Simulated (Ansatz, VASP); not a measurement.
**Pt in VASP and in Ansatz**

```
CELL_PARAMETERS angstrom
0.00000 1.96090 1.96090
1.96090 0.00000 1.96090
1.96090 1.96090 0.00000
ATOMIC_POSITIONS crystal
Pt 0.00000 0.00000 0.00000
```

Alike in both runs: task single point; functional revPBE; k mesh 10 × 10 × 10; occupations gaussian, width 0.02 eV; no spin polarisation.

|  | VASP | Ansatz |
| --- | --- | --- |
| version | VASP 6.6.1 | Ansatz 0.2.0 |
| potentials or method | VASP PAW PBE potentials, release 64 (Pt), cutoff 520 eV | plane waves, PAW |
| valence electrons in the cell | 10 | 18 |

```csv
,VASP,Ansatz,Ansatz less VASP
pressure (GPa),12.6,13.1,+0.56
```

VASP's potentials were made for PBE, not for revPBE. The functional is the same, so the differences come from potentials, cutoffs and numerics. VASP's potentials hold 10 valence electrons a cell and Ansatz's 18, so a difference there can come from the potentials and not from the codes. Ansatz's warnings: stress scf threshold loose.

Neither program's run includes spin-orbit coupling.
